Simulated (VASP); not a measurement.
Wanted: the native input for a VASP 6.6.1 run.

```
Task                   : electric field gradients
Functional             : PBEsol
Potentials or basis    : VASP PAW PBE potentials, release 64 (Pb_d, Se)
Cutoff                 : 400 eV
k mesh                 : 9 × 9 × 9
Occupations            : fermi-dirac, width 0.01 eV
Spin                   : no spin polarisation
Dipole correction      : no
Further INCAR settings : ALGO = Normal; EDIFF = 1e-08; NBANDS = 17
```

The structure of PbSe lies in POSCAR:

```
PbSe
1.0
    0.0306215000      3.0774607500      3.0774607500
    3.0774607500      0.0306215000      3.0774607500
    3.0774607500      3.0774607500      0.0306215000
Pb Se
1 1
Direct
    0.0000000000      0.0000000000      0.0000000000
    0.5000000000      0.5000000000      0.5000000000
```

This cell differs from its parent crystal: equal xy, yz and zx shear strains of +1 %.

These files were run (other wordings do the same):

INCAR

```
SYSTEM = PbSe
PREC = Accurate
ENCUT = 400
EDIFF = 1E-8
ISMEAR = -1
SIGMA = 0.01
LREAL = .False.
LASPH = .True.
NELM = 120
ALGO = Normal
ISIF = 2
LWAVE = .False.
LCHARG = .False.
GGA = PS
LEFG = .True.
NBANDS = 17
GGA_COMPAT = .False.
```

KPOINTS

```
Automatic mesh
0
Gamma
  9 9 9
  0 0 0
```

Potentials or basis: VASP PAW PBE potentials, release 64 (Pb_d, Se).

The run is started by

```console
$ cat potpaw_PBE.64/Pb_d/POTCAR potpaw_PBE.64/Se/POTCAR > POTCAR
$ mpirun -np 1 vasp_std > vasp.out
```

Results of the run:

```json
{
  "Pressure": "-0.6 GPa",
  "Band gap on the k mesh": "0.57 eV (least direct gap 0.64 eV)",
  "Largest electric field gradient by atom": "Pb -1.9; Se +6.8 V/Å²"
}
```

Caveat: the cell differs from its parent crystal (equal xy, yz and zx shear strains of +1 %); without QUAD_EFG the Cq values of the log hold for a quadrupole moment of 1 mb, not for the nuclei; the PAW data sets were made with another functional, which shifts forces and pressure a little; spin-orbit coupling is left out, which moves the levels of the heavy elements; an odd mesh through Γ misses points on the zone boundary, where band edges can lie.

Wall time 95 s on 1 thread of Intel Xeon 8259CL, with other jobs on the host, peak memory 0.19 GiB.
